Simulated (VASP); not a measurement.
# Ta (I4/mmm) in VASP: further runs

The runs below take Ta through single point, with PBE.

All numbers are computed with VASP 6.6.1; they aren't measurements. Logs are shortened: lines on timing, memory, paths and dates and some standing lists are left out, and cuts for length are marked.

## (1) The cell of the first run

The structure is tetragonal, space group I4/mmm (No. 139). Conventional cell: a = 3.319 Å, b = 3.319 Å, c = 3.253 Å, α = 90.00°, β = 90.00°, γ = 90.00°. Within 3.8 Å of Ta (site symmetry 4/mmm) lie 14 Ta at 2.86 to 3.32 Å.

## (2) Single point, PBE (strain along c alone, the other axes held: -2.0 %)

Input file INCAR:

```
PREC = Accurate
ENCUT = 520
EDIFF = 1E-6
ISMEAR = 0
SIGMA = 0.1
LREAL = F
LASPH = T
NELM = 80
ALGO = Fast
ISIF = 2
LWAVE = F
LCHARG = F
GGA = PE
NBANDS = 18
```

Input file KPOINTS:

```
regular mesh
0
Gamma
  16 16 16
```

Input file POSCAR:

```
Ta
1.0
    3.3190623908      0.0000000000      0.0000000000
    0.0000000000      3.3190623908      0.0000000000
    0.0000000000      0.0000000000      3.2526811430
Ta
2
Direct
    0.0000000000      0.0000000000      0.0000000000
    0.5000000000      0.5000000000      0.5000000000
```

Potentials or basis: VASP PAW PBE potentials, release 64 (Ta_pv).

The run is started by

```console
$ cat potpaw_PBE.64/Ta_pv/POTCAR > POTCAR
$ mpirun -np 1 vasp_std > vasp.out
```

OUTCAR:

```text
PREC = Accurate
   ENCUT = 520
   EDIFF = 1E-6
   ISMEAR = 0
   LREAL = F
   LASPH = T
   NELM = 80
   ISIF = 2
   GGA = PE

 ion  position               nearest neighbor table
   1  0.000  0.000  0.000-   2 2.86   2 2.86   2 2.86   2 2.86   2 2.86   2 2.86   2 2.86   2 2.86

   2  0.500  0.500  0.500-   1 2.86   1 2.86   1 2.86   1 2.86   1 2.86   1 2.86   1 2.86   1 2.86

  LATTYP: Found a simple tetragonal cell.
 ALAT       =     3.3190623908
 C/A-ratio  =     0.9800000000

  Lattice vectors:

 A1 = (   3.3190623908,   0.0000000000,   0.0000000000)
 A2 = (   0.0000000000,   3.3190623908,   0.0000000000)
 A3 = (   0.0000000000,   0.0000000000,   3.2526811430)

Analysis of symmetry for initial positions (statically):
=====================================================================
 Subroutine PRICEL returns following result:

  LATTYP: Found a body centered tetragonal cell.
 ALAT       =     3.3190623908
 C/A-ratio  =     0.9800000000

  Lattice vectors:

 A1 = (  -1.6595311954,  -1.6595311954,  -1.6263405715)
 A2 = (   1.6595311954,   1.6595311954,  -1.6263405715)
 A3 = (   1.6595311954,  -1.6595311954,   1.6263405715)

   2 primitive cells build up your supercell.

 Routine SETGRP: Setting up the symmetry group for a
 simple tetragonal supercell.

 Subroutine GETGRP returns: Found 16 space group operations
 (whereof 16 operations were pure point group operations)
 out of a pool of 16 trial point group operations.

The static configuration has the point symmetry D_4h.

Analysis of symmetry for dynamics (positions and initial velocities):
=====================================================================
 Subroutine PRICEL returns following result:

  LATTYP: Found a body centered tetragonal cell.
 ALAT       =     3.3190623908
 C/A-ratio  =     0.9800000000

  Lattice vectors:

 A1 = (  -1.6595311954,  -1.6595311954,  -1.6263405715)
 A2 = (   1.6595311954,   1.6595311954,  -1.6263405715)
 A3 = (   1.6595311954,  -1.6595311954,   1.6263405715)

   2 primitive cells build up your supercell.

 Routine SETGRP: Setting up the symmetry group for a
 simple tetragonal supercell.

 Subroutine GETGRP returns: Found 16 space group operations
 (whereof 16 operations were pure point group operations)
 out of a pool of 16 trial point group operations.

The dynamic configuration has the point symmetry D_4h.

 Subroutine INISYM returns: Found 16 space group operations
 (whereof 16 operations are pure point group operations),
 and found     2 'primitive' translations

----------------------------------------------------------------------------------------

                                     Primitive cell

  volume of cell :      17.9161

  direct lattice vectors                    reciprocal lattice vectors
    -1.659531195 -1.659531195 -1.626340572     0.000000000 -0.301289907 -0.307438681
     1.659531195  1.659531195 -1.626340571     0.301289907  0.000000000 -0.307438681
     1.659531195 -1.659531195  1.626340572     0.301289907 -0.301289907  0.000000000

  length of vectors
     2.855358337  2.855358337  2.855358337     0.430458071  0.430458071  0.426088273

  position of ions in fractional coordinates (direct lattice)
     0.000000000  0.000000000  0.000000000

  ion indices of the primitive-cell ions
   primitive index   ion index
                 1           1

----------------------------------------------------------------------------------------

 KPOINTS: regular mesh

Automatic generation of k-mesh.
 Grid dimensions read from file:
 generate k-points for:   16   16   16

 Generating k-lattice:

  Cartesian coordinates                     Fractional coordinates (reciprocal lattice)
     0.018830619  0.000000000  0.000000000     0.062500000  0.000000000  0.000000000
     0.000000000  0.018830619  0.000000000     0.000000000  0.062500000  0.000000000
     0.000000000  0.000000000  0.019214918     0.000000000  0.000000000  0.062500000

  Length of vectors
     0.018830619  0.018830619  0.019214918

  Shift w.r.t. Gamma in fractional coordinates (k-lattice)
     0.000000000  0.000000000  0.000000000

 Subroutine IBZKPT returns following result:
 ===========================================

 Found    405 irreducible k-points:

 Following reciprocal coordinates:
            Coordinates               Weight
  0.000000  0.000000  0.000000      1.000000
  0.062500  0.000000  0.000000      4.000000
  0.125000  0.000000  0.000000      4.000000
  0.187500  0.000000  0.000000      4.000000
  0.250000  0.000000  0.000000      4.000000
  0.312500  0.000000  0.000000      4.000000
[... 16 lines left out ...]
  0.437500  0.125000  0.000000      8.000000
  0.500000  0.125000  0.000000      4.000000
 [... further k-points ...]
   k-points           NKPTS =    405   k-points in BZ     NKDIM =    405   number of bands    NBANDS=     18
   number of dos      NEDOS =    301   number of ions     NIONS =      2
   total plane-waves  NPLWV =  18816
   dimension x,y,z NGX =    28 NGY =   28 NGZ =   24
   dimension x,y,z NGXF=    56 NGYF=   56 NGZF=   48
   ions per type =               2
   NGX,Y,Z   is equivalent  to a cutoff of  14.02, 14.02, 12.27 a.u.
   NGXF,Y,Z  is equivalent  to a cutoff of  28.05, 28.05, 24.53 a.u.
 SYSTEM =  unknown system
   PREC   = accura    normal or accurate (medium, high low for compatibility)
   ISTART =      0    job   : 0-new  1-cont  2-samecut
   ICHARG =      2    charge: 1-file 2-atom 10-const
   ISPIN  =      1    spin polarized calculation?
   LNONCOLLINEAR =      F non collinear calculations
   LSORBIT =      F    spin-orbit coupling
   LASPH  =      T    aspherical Exc in radial PAW
   ENCUT  =  520.0 eV  38.22 Ry    6.18 a.u.   6.17  6.17  6.05*2*pi/ulx,y,z
   NELM   =     80;   NELMIN=  2; NELMDL= -5     # of ELM steps
   EDIFF  = 0.1E-05   stopping-criterion for ELM
   LREAL  =      F    real-space projection
   EDIFFG = 0.1E-04   stopping-criterion for IOM
   NSW    =      0    number of steps for IOM
   IBRION =     -1    ionic relax: 0-MD 1-quasi-New 2-CG
   NFREE  =      0    steps in history (QN), initial steepest desc. (CG)
   ISIF   =      2    stress and relaxation
   ISYM   =      2    0-nonsym 1-usesym 2-fastsym
   POTIM  = 0.5000    time-step for ionic-motion
   TEBEG  =    0.0;   TEEND  =   0.0 temperature during run
   PSTRESS=    0.0 pullay stress
   NELECT =      22.0000    total number of electrons
   NUPDOWN=      -1.0000    fix difference up-down
   EMIN   =  10.00;   EMAX   =-10.00  energy-range for DOS
   EFERMI =   0.00;   METHOD = LEGACY
   ISMEAR =     0;   SIGMA  =   0.10  broadening in eV -4-tet -1-fermi 0-gaus
   EFERMI_NEDOS =   21; number of points for ismear=-14 and -15
   IALGO  =     68    algorithm
   IMIX   =      4    mixing-type and parameters
     AMIX     =   0.40;   BMIX     =  1.00
     AMIX_MAG =   1.60;   BMIX_MAG =  1.00
  volume/ion in A,a.u.               =      17.92       120.90
  Fermi-wavevector in a.u.,A,eV,Ry     =   1.391420  2.629403 26.341559  1.936050
  Thomas-Fermi vector in A             =   2.515261
   LORBIT       =      0    0 simple, 1 ext, 2 COOP (PROOUT), +10 PAW based schemes
   GGA     = PE    functional components
   LHFCALC =     F    Hartree Fock is set to
   AEXX    =    0.0000 exact exchange contribution
   IVDW    =     0    specifies the selected vdW correction
   LEPSILON=     F    determine dielectric tensor
   LRPA    =     F    only Hartree local field effects (RPA)
 non-spin polarized calculation
 RMM-DIIS sequential band-by-band and
 Gauss-broadening in eV      SIGMA  =   0.10
  energy-cutoff  :      520.00
  volume of cell :       35.83
 maximum number of plane-waves:       992
 NGX is ok and might be reduce to    28
   NGX = 13   NGY = 13   NGZ = 13

 number of electron      22.0000001 magnetization

 Free energy of the ion-electron system (eV)
  ---------------------------------------------------
  ext. energy  EPLUGINS =         0.00000000
  ---------------------------------------------------
  free energy    TOTEN  =       -23.61662201 eV

  energy without entropy =      -23.60270499  energy(sigma->0) =      -23.60966350

 E-fermi :   5.5259     XC(G=0): -12.6454

 val. band max:        5.5214845906   @ k =   0.1250   0.0625   0.3125
 cond. band min:       5.5396807499   @ k =   0.3750   0.2500   0.0625
 fundamental gap:      0.0181961593
 Fermi energy:         5.5259251818

 k-point     1 :       0.0000    0.0000    0.0000
  band No.  band energies     occupation
      1     -28.3695      2.00000
      2     -28.3695      2.00000
      3     -28.3183      2.00000
      4     -27.5226      2.00000
      5     -27.5226      2.00000
      6     -27.5184      2.00000
[... 10 lines left out ...]
     17      12.4668      0.00000
     18      14.0603      0.00000

 k-point     2 :       0.0625    0.0000    0.0000
  band No.  band energies     occupation
      1     -28.3693      2.00000
      2     -28.3612      2.00000
      3     -28.3104      2.00000
      4     -27.5397      2.00000
      5     -27.5305      2.00000
      6     -27.5258      2.00000
[... 10 lines left out ...]
     17      12.2917      0.00000
     18      13.7620      0.00000

 k-point     3 :       0.1250    0.0000    0.0000
  band No.  band energies     occupation
      1     -28.3680      2.00000
      2     -28.3366      2.00000
      3     -28.2871      2.00000
      4     -27.5890      2.00000
      5     -27.5540      2.00000
      6     -27.5478      2.00000
[... 10 lines left out ...]
     17      12.0306      0.00000
     18      13.0260      0.00000

 k-point     4 :       0.1875    0.0000    0.0000
  band No.  band energies     occupation
      1     -28.3629      2.00000
      2     -28.2967      2.00000
      3     -28.2492      2.00000
      4     -27.6652      2.00000
      5     -27.5922      2.00000
      6     -27.5837      2.00000
[... 375 lines left out ...]
      4     -27.9717      2.00000
      5     -27.7686      2.00000
      6     -27.6660      2.00000
[... 10 lines left out ...]
     17      10.9571      0.00000
     18      11.0109      0.00000

 k-point    23 :       0.4375    0.1250    0.0000
  band No.  band energies     occupation
      1     -28.3757      2.00000
      2     -28.2304      2.00000
      3     -27.9817      2.00000
      4     -27.8913      2.00000
      5     -27.8371      2.00000
      6     -27.7353      2.00000
[... 10 lines left out ...]
     17      10.5854      0.00000
     18      10.6121      0.00000

 k-point    24 :       0.5000    0.1250    0.0000
  band No.  band energies     occupation
      1     -28.3123      2.00000
      2     -28.3123      2.00000
      3     -27.9091      2.00000
      4     -27.9091      2.00000
      5     -27.8115      2.00000
      6     -27.8115      2.00000
[... 10 lines left out ...]
     17      10.5505      0.00000
     18      10.5505      0.00000

 [... further k-points ...]

------------------------ aborting loop because EDIFF is reached ----------------------------------------

  FORCE on cell =-STRESS in cart. coord.  units (eV):
  Direction    XX          YY          ZZ          XY          YZ          ZX
  --------------------------------------------------------------------------------------
  -------------------------------------------------------------------------------------
  Total        0.8097240      0.8097240      1.2866369      0.0000000      0.0000000      0.0000000
  in kB       36.2055581     36.2055581     57.5299860      0.0000000      0.0000000      0.0000000
  external PRESSURE =      43.3137007 kB  Pullay stress =       0.0000000 kB

 VOLUME and BASIS-vectors are now :
 -----------------------------------------------------------------------------
  energy-cutoff  :      520.00
  volume of cell :       35.83
      direct lattice vectors                 reciprocal lattice vectors
     3.319062391  0.000000000  0.000000000     0.301289907  0.000000000  0.000000000
     0.000000000  3.319062391  0.000000000     0.000000000  0.301289907  0.000000000
     0.000000000  0.000000000  3.252681143     0.000000000  0.000000000  0.307438681

 POSITION                                       TOTAL-FORCE (eV/Angst)
 -----------------------------------------------------------------------------------
      0.00000      0.00000      0.00000        -0.000000     -0.000000      0.000000
      1.65953      1.65953      1.62634         0.000000      0.000000     -0.000000
 -----------------------------------------------------------------------------------
    total drift:                                0.000000      0.000000      0.000000

  FREE ENERGIE OF THE ION-ELECTRON SYSTEM (eV)
  ---------------------------------------------------
  free  energy   TOTEN  =       -23.6166220133 eV

  energy  without entropy=      -23.6027049892  energy(sigma->0) =      -23.60966350
```

It took 2.2 min on 1 thread of Intel Xeon 6975P-C (Granite Rapids), shared host; peak memory 0.32 GiB.

What came out:

```
Free energy            : -23.6166 eV
Pressure               : 4.3 GPa
Band gap on the k mesh : zero (band 11 reaches 7.19 eV, above the bottom of band 12 at 4.38 eV)
```

Stress tensor (GPa, compression positive):
```
3.62 0.00 0.00
0.00 3.62 0.00
0.00 0.00 5.75
```

Levels at points of the mesh, in eV from the Fermi level:
```tsv
k point	band 9	band 10	band 11	band 12	band 13	band 14
(0.00, 0.00, 0.00)	-3.80	0.57	0.83	0.83	3.85	4.21
(0.50, 0.00, 0.00)	-0.98	-0.98	1.22	1.22	1.42	1.42
(0.50, 0.50, 0.00)	-1.37	-1.37	1.52	1.52	3.68	3.68
(0.00, 0.00, 0.50)	-0.90	-0.90	1.16	1.16	1.16	1.16
(0.50, 0.00, 0.50)	-1.64	-1.64	1.67	1.67	4.00	4.00
(0.50, 0.50, 0.50)	-1.27	-1.27	-1.15	-1.15	5.03	5.03
```

Caveat: the cell differs from its parent crystal (strain along c alone, the other axes held: -2.0 %); spin-orbit coupling is left out, which moves the levels of the heavy elements.

## (3) Single point, PBE (strain along c alone, the other axes held: +2.0 %)

Input file INCAR:

```
SYSTEM = Ta
  ALGO = Fast
  EDIFF = 1E-7
  ENCUT = 520
  GGA = PE
  ISIF = 2
  ISMEAR = 0
  LASPH = .True.
  LCHARG = .False.
  LREAL = .False.
  LWAVE = .False.
  NBANDS = 18
  NELM = 80
  PREC = Accurate
  SIGMA = 0.1
```

Input file KPOINTS:

```
k-points
0
Gamma
  16 16 16
  0 0 0
```

Changes to POSCAR since step 2:

```diff
@@ -4,3 +4,3 @@
     0.0000000000      3.3190623908      0.0000000000
-    0.0000000000      0.0000000000      3.2526811430
+    0.0000000000      0.0000000000      3.3854436386
 Ta
```

Potentials or basis: VASP PAW PBE potentials, release 64 (Ta_pv).

The run is started by

```console
$ cat potpaw_PBE.64/Ta_pv/POTCAR > POTCAR
$ mpirun -np 1 vasp_std > vasp.out
```

Run time: 3.2 min. Hardware: 1 thread of Intel Xeon 6975P-C (Granite Rapids), shared host; peak memory 0.33 GiB.

Results (log left out):

```yaml
Free_energy: -23.6199 eV
Pressure: -3.5 GPa
Band_gap_on_the_k_mesh: zero (band 11 reaches 6.74 eV, above the bottom of band 12 at 4.04 eV)
```

Stress tensor (GPa, compression positive):
```
-2.92  0.00  0.00
 0.00 -2.92  0.00
 0.00  0.00 -4.70
```

Levels at points of the mesh, in eV from the Fermi level:
```tsv
k point	band 7	band 8	band 9	band 10	band 11	band 12	band 13	band 14	band 15	band 16
(0.00, 0.00, 0.00)	-7.78	-3.63	-3.57	0.66	0.66	0.89	3.72	4.04	6.50	6.58
(0.50, 0.00, 0.00)	-3.65	-3.65	-0.81	-0.81	1.08	1.08	1.28	1.28	3.06	3.06
(0.50, 0.50, 0.00)	-4.21	-4.21	-1.60	-1.60	1.53	1.53	3.96	3.96	4.84	4.84
(0.00, 0.00, 0.50)	-3.78	-3.78	-0.88	-0.88	1.32	1.32	1.32	1.32	3.18	3.18
(0.50, 0.00, 0.50)	-4.23	-4.23	-1.36	-1.36	1.39	1.39	3.61	3.61	4.71	4.71
(0.50, 0.50, 0.50)	-1.28	-1.28	-1.17	-1.17	-1.17	-1.17	4.78	4.78	4.98	4.98
```

Caveat: the cell differs from its parent crystal (strain along c alone, the other axes held: +2.0 %); spin-orbit coupling is left out, which moves the levels of the heavy elements.
